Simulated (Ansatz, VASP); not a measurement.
# SnO2: VASP beside Ansatz

```xyz
6
Lattice="4.7380 0.0000 0.0000 0.0000 4.7380 0.0000 0.0000 0.0000 3.1865" Properties=species:S:1:pos:R:3 pbc="T T T"
Sn    0.0000    0.0000    0.0000
Sn    2.3690    2.3690    1.5933
O     1.4525    1.4525    0.0000
O     0.9165    3.8215    1.5933
O     3.2855    3.2855    0.0000
O     3.8215    0.9165    1.5933
```

Alike in both runs: task relaxation of the atoms; functional PBE; k mesh 6 × 6 × 10; occupations gaussian, width 0.05 eV; no spin polarisation.

|  | VASP | Ansatz |
| --- | --- | --- |
| version | VASP 6.6.1 | Ansatz 0.2.0 |
| potentials or method | VASP PAW PBE potentials, release 64 (Sn_d, O), cutoff 520 eV | scalar-relativistic, plane waves, PAW |
| valence electrons in the cell | 52 | 52 |

Ansatz gave:

* gap on the k mesh at the Fermi level, each at its own relaxed structure (eV): 1.25

Question: Estimate VASP's values.

Answer: gap on the k mesh at the Fermi level, each at its own relaxed structure (eV): 1.23.

Ansatz's warnings: stress scf threshold loose.
